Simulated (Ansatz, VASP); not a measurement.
## Sb in VASP and in Ansatz

INCAR

```
ALGO     = Normal         # electronic algorithm
EDIFF    = 1E-7           # SCF threshold, eV
ENCUT    = 520            # plane-wave cutoff, eV
GGA      = PS             # functional
GGA_COMPAT= F            
ISIF     = 2              # what is computed and relaxed
ISMEAR   = -1             # smearing method
LASPH    = T              # aspherical terms in the spheres
LCHARG   = T              # write CHGCAR
LORBIT   = 11             # projections on sites
LORBMOM  = T            
LREAL    = F              # projectors in reciprocal space
LSORBIT  = T              # spin-orbit coupling
LVHAR    = T            
LWAVE    = F              # write WAVECAR
MAGMOM   = 0 0 0 0 0 0    # initial moments
NBANDS   = 22             # bands
NELM     = 150            # most SCF steps
PREC     = Accurate       # precision mode
SIGMA    = 0.05           # smearing width, eV
```

KPOINTS

```
k-points
0
Gamma
  9 6 6
```

POSCAR

```
Sb
1.0
    3.1224020000      0.0000000000      0.0000000000
    0.0000000000      4.3475180000      0.0000000000
   -0.0389150000      0.0000000000      4.4058520000
Sb
2
Direct
    0.0113890000      0.2500000000      0.2411660000
    0.9886110000      0.7500000000      0.7588340000
```

The input input.yaml:

```yaml
crystal:
  lattice:
    - [3.122402, 0.0, 0.0]
    - [0.0, 4.347518, 0.0]
    - [-0.038915, 0.0, 4.405852]
  atoms:
    - { symbol: Sb, position: [0.011389, 0.25, 0.241166] }
    - { symbol: Sb, position: [0.988611, 0.75, 0.758834] }
hamiltonian:
  xc: pbesol
  pseudopotentials: { kind: paw_fr }
magnetization:
  noncollinear: true
  spin_orbit: true
kpoints:
  mp_grid: { grid: [9, 6, 6] }
  band_path:
    path:
      - [[0.0, 0.0, 0.0], [0.0, 0.0, 0.5], [-0.496909211, 0.0, 0.5061930597], [-0.5, 0.0, 0.5], [-0.5, 0.5, 0.5], [-0.503090789, 0.5, 0.4938069403], [-0.5, 0.5, 0.0], [-0.5, 0.0, 0.0], [-0.503090789, 0.0, 0.4938069403]]
      - [[-0.496909211, 0.5, 0.5061930597], [0.0, 0.5, 0.5], [0.0, 0.5, 0.0]]
      - [[0.0, 0.0, 0.5], [0.0, 0.5, 0.5]]
    npoints: 14
scf:
  occupations: { method: fermi_dirac, width: 0.05 }
  n_extra_bands: 6
output:
  forces: true
  stress: true
  eigenvalues: true
  fatbands: false
```

Alike in both runs: functional PBEsol; k mesh 9 × 6 × 6; occupations fermi-dirac, width 0.05 eV; non-collinear spin, spin-orbit coupling.

|  | VASP | Ansatz |
| --- | --- | --- |
| version | VASP 6.6.1 | Ansatz 0.2.0 |
| potentials or method | VASP PAW PBE potentials, release 64 (Sb) | Ansatz PAW |
| plane-wave cutoff (eV) | 520 | 420 |
| valence electrons in the cell | 10 | 30 |
| task | single point | band structure |

|  | VASP | Ansatz | Ansatz less VASP |
| --- | --- | --- | --- |
| pressure (GPa) | -2.1 | -2.2 | -0.10 |
| traceless stress, the component that is largest in VASP (GPa) | -0.15 | -0.15 | +0.005 |
| rms of the force components (eV/Å) | 0.038 | 0.033 | -0.0053 |
| net moment per atom (μB) | 0.00 | 0.00 | 0.000 |

VASP's potentials were made for PBE, not for PBEsol. Atom by atom the forces differ by 0.006 eV/Å (rms over components). VASP's potentials hold 10 valence electrons a cell and Ansatz's 30, so a difference there can come from the potentials and not from the codes.
